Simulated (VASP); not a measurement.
A run of VASP 6.6.1 is set up as follows.

The input INCAR:

```
SYSTEM = Si
PREC     = Accurate       ! precision mode
ENCUT    = 520            ! plane-wave cutoff, eV
EDIFF    = 1E-7           ! SCF threshold, eV
ISMEAR   = 0              ! smearing method
SIGMA    = 0.03           ! smearing width, eV
LREAL    = .False.        ! projectors in reciprocal space
LASPH    = .True.         ! aspherical terms in the spheres
NELM     = 100            ! most SCF steps
ALGO     = Normal         ! electronic algorithm
ISIF     = 2              ! what is computed and relaxed
LWAVE    = .False.        ! write WAVECAR
LCHARG   = .False.        ! write CHGCAR
GGA      = CA             ! functional
NBANDS   = 16             ! bands
```

Contents of KPOINTS:

```
Automatic mesh
0
Gamma
  12 12 6
  0 0 0
```

File POSCAR:

```
Si
1.0
    3.9845701589      0.0000000000      0.0000000000
   -1.9922850795      3.4507389808      0.0000000000
    0.0000000000      0.0000000000      6.8392317602
Si
4
Direct
    0.3333333333      0.6666666667      0.0630095000
    0.6666666667      0.3333333333      0.5630095000
    0.3333333333      0.6666666667      0.4369905000
    0.6666666667      0.3333333333      0.9369905000
```

Potentials or basis: VASP PAW LDA potentials, release 64 (Si).

Command:

```console
$ cat potpaw_LDA.64/Si/POTCAR > POTCAR
$ mpirun -np 1 vasp_std > vasp.out
```

Task: Predict the pressure.

Result: -11.5 GPa.

Task: What does it give for the band gap on the k mesh?

Result: 0.51 eV (least direct gap 0.86 eV).

Task: What does it give for the largest force?

Result: 0.046 eV/Å.

Forces on the atoms (eV/Å):
```
Si   0.000  0.000  0.046
Si   0.000  0.000  0.046
Si   0.000  0.000 -0.046
Si   0.000  0.000 -0.046
```

Caveat: the cell differs from its parent crystal (strain +0.040 along x and y, +0.080 along z); the cell stands under tension. A k mesh can miss the band edges.
